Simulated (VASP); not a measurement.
# MgO: single point with PBE

MgO:

```
CELL_PARAMETERS angstrom
0.00000 2.16021 2.16021
2.16021 0.00000 2.16021
2.16021 2.16021 0.00000
ATOMIC_POSITIONS crystal
Mg 0.00000 0.00000 0.00000
O 0.50000 0.50000 0.50000
```

* Program: VASP 6.6.1
* Task: single point
* Functional: PBE
* Potentials or basis: VASP PAW PBE potentials, release 64 (Mg, O)
* Cutoff: 600 eV
* k mesh: 4 × 4 × 4
* Occupations: gaussian, width 0.01 eV
* Spin: no spin polarisation

The pressure is -7.3 GPa and the band gap on the k mesh is 4.01 eV, direct.

Levels at points of the mesh, in eV from the valence-band top:
| k point | band 2 | band 3 | band 4 | band 5 | band 6 | band 7 |
| --- | --- | --- | --- | --- | --- | --- |
| (0.00, 0.00, 0.00) | 0.00 | 0.00 | 0.00 | 4.01 | 15.35 | 15.35 |
| (0.50, 0.00, 0.00) | -4.30 | -0.57 | -0.57 | 7.41 | 11.75 | 15.52 |
| (0.50, 0.50, 0.00) | -3.79 | -1.25 | -1.25 | 9.01 | 9.15 | 12.30 |

Wall time 3 s on 1 thread of Intel(R) Xeon(R) 6975P-C (Granite Rapids), on a shared host, peak memory 0.13 GiB.

Caveat: the k points lie up to 0.63 Å⁻¹ apart.
